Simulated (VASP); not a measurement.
Here is a VASP 6.6.1 calculation.

The input INCAR:

```
SYSTEM = Rh
PREC = Accurate ; ENCUT = 520
EDIFF = 1E-6 ; ISMEAR = 0
SIGMA = 0.15 ; LREAL = .FALSE.
LASPH = .TRUE. ; NELM = 150
ALGO = Normal ; ISIF = 2
LWAVE = .FALSE. ; LCHARG = .FALSE.
ISPIN = 2 ; MAGMOM = 0.875
LORBIT = 11 ; NUPDOWN = 0.875
LMAXMIX = 4 ; GGA = PE
NBANDS = 18
```

Contents of KPOINTS:

```
Automatic mesh
0
G
  22 22 22
  0 0 0
```

The input POSCAR:

```
Rh
1.0
    0.0000000000      1.9525935247      1.9525935247
    1.9525935247      0.0000000000      1.9525935247
    1.9525935247      1.9525935247      0.0000000000
Rh
1
Direct
    0.0000000000      0.0000000000      0.0000000000
```

Potentials or basis: VASP PAW PBE potentials, release 64 (Rh_pv).

The run is started by

```sh
$ cat potpaw_PBE.64/Rh_pv/POTCAR > POTCAR
$ mpirun -np 1 vasp_std > vasp.out
```

(1) Predict the pressure.

Answers

(1) -8.0 GPa.

Caveat: the cell stands under tension; the total moment is fixed, so each spin has its own Fermi level and the state may be an excited one.
